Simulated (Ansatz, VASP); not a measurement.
# HPt16 in VASP and in Ansatz

```
Pt H
1.0
     5.54937    0.00000    0.00000
     2.77469    4.80590    0.00000
     0.00000    0.00000   19.79657
Pt H
16 1
Direct
  0.00000 0.00000 0.32834
  0.50000 0.00000 0.32834
  0.00000 0.50000 0.32834
  0.50000 0.50000 0.32834
  0.16667 0.16667 0.44278
  0.66667 0.16667 0.44278
  0.16667 0.66667 0.44278
  0.66667 0.66667 0.44278
  0.83333 0.33333 0.55722
  0.33333 0.33333 0.55722
  0.83333 0.83333 0.55722
  0.33333 0.83333 0.55722
  0.00000 0.00000 0.67166
  0.50000 0.00000 0.67166
  0.00000 0.50000 0.67166
  0.50000 0.50000 0.67166
  0.16667 0.16667 0.76511
```

Alike in both runs: task single point; functional PBE; k mesh 6 × 6 × 1; occupations gaussian, width 0.1 eV; no spin polarisation.

|  | VASP | Ansatz |
| --- | --- | --- |
| version | VASP 6.6.1 | Ansatz 0.2.0 |
| potentials or method | VASP PAW PBE potentials, release 64 (Pt, H) | scalar-relativistic, plane waves, PAW |
| plane-wave cutoff (eV) | 400 | 420 |
| valence electrons in the cell | 161 | 289 |

|  | VASP | Ansatz | Ansatz less VASP |
| --- | --- | --- | --- |
| rms of the force components (eV/Å) | 0.436 | 0.441 | +0.0050 |

Atom by atom the forces differ by 0.008 eV/Å (rms over components). The functional is the same, so the differences come from potentials, cutoffs and numerics. VASP's potentials hold 161 valence electrons a cell and Ansatz's 289, so a difference there can come from the potentials and not from the codes.

Spin-orbit coupling is off throughout.
